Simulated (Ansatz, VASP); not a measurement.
One calculation of GdN, two programs

```
Gd N
1.0
     0.00000    2.51927    2.51927
     2.51927    0.00000    2.51927
     2.51927    2.51927    0.00000
Gd N
1 1
Direct
  0.50000 0.50000 0.50000
  0.00000 0.00000 0.00000
```

Alike in both runs: task single point; functional r2SCAN; k mesh 12 × 12 × 12; occupations gaussian, width 0.05 eV; collinear spin.

|  | VASP | Ansatz |
| --- | --- | --- |
| version | VASP 6.6.1 | Ansatz 0.2.0 |
| potentials or method | VASP PAW PBE potentials, release 64 (Gd, N), cutoff 520 eV | scalar-relativistic, plane waves, PAW |
| valence electrons in the cell | 23 | 23 |

|  | VASP | Ansatz | Ansatz less VASP |
| --- | --- | --- | --- |
| gap on the k mesh at the Fermi level (eV) | none | none | - |
| pressure (GPa) | -5.7 | -5.7 | +0.04 |
| net moment per atom (μB) | 3.50 | 3.50 | 0.000 |
| size of the moment on the site where the two differ most (μB) | 6.79 | 6.94 | +0.148 |

VASP's potentials were made for PBE, not for r2SCAN. Site moments also hang on the region over which each program counts them. A gap of «none» marks a metal or a gap that the smearing closes. Ansatz's warnings: stability check not made.

Neither program's run includes spin-orbit coupling.
